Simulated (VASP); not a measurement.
The system is BiS.

```xyz
4
Lattice="4.2532 0.0000 0.0000 -2.1266 3.6833 0.0000 0.0000 0.0000 6.9377" Properties=species:S:1:pos:R:3 pbc="T T T"
Bi    0.0000    0.0000    0.0000
Bi    0.0000    0.0000    3.4688
S     0.0000    2.4556    1.7344
S     2.1266    1.2278    5.2033
```

Base run:

| Quantity | Value |
| --- | --- |
| Program | VASP 6.6.1 |
| Functional | r2SCAN |
| Potentials or basis | VASP PAW PBE potentials, release 64 (Bi_d, S) |
| Cutoff | 520 eV |
| k mesh | 10 × 10 × 6 |
| Occupations | gaussian, width 0.05 eV |
| Spin | no spin polarisation |

Its results: band gap on the k mesh zero (bands 21 and 22 overlap by 2.02 eV); pressure -1.0 GPa.

Task: After a change of settings the same cell gave: band gap on the k mesh zero (bands 21 and 22 overlap by 2.04 eV); pressure -4.2 GPa. Which change was it?
A. functional from r2SCAN to LDA; potentials or basis from VASP PAW PBE potentials, release 64 (Bi_d, S) to VASP PAW LDA potentials, release 64 (Bi_d, S)
B. functional from r2SCAN to PBE; cutoff from 520 eV to 500 eV
C. functional from r2SCAN to revPBE; cutoff from 520 eV to 500 eV
D. functional from r2SCAN to PBEsol; further incar settings from ALGO = Normal; EDIFF = 1e-06; NBANDS = 29 to ALGO = Normal; EDIFF = 1e-07; NBANDS = 29

Result: A.

Caveats: spin-orbit coupling is left out, which moves the levels of the heavy elements; the PAW data sets were made with another functional, which shifts forces and pressure a little (at least some runs); the cell stands under tension (at least some runs).
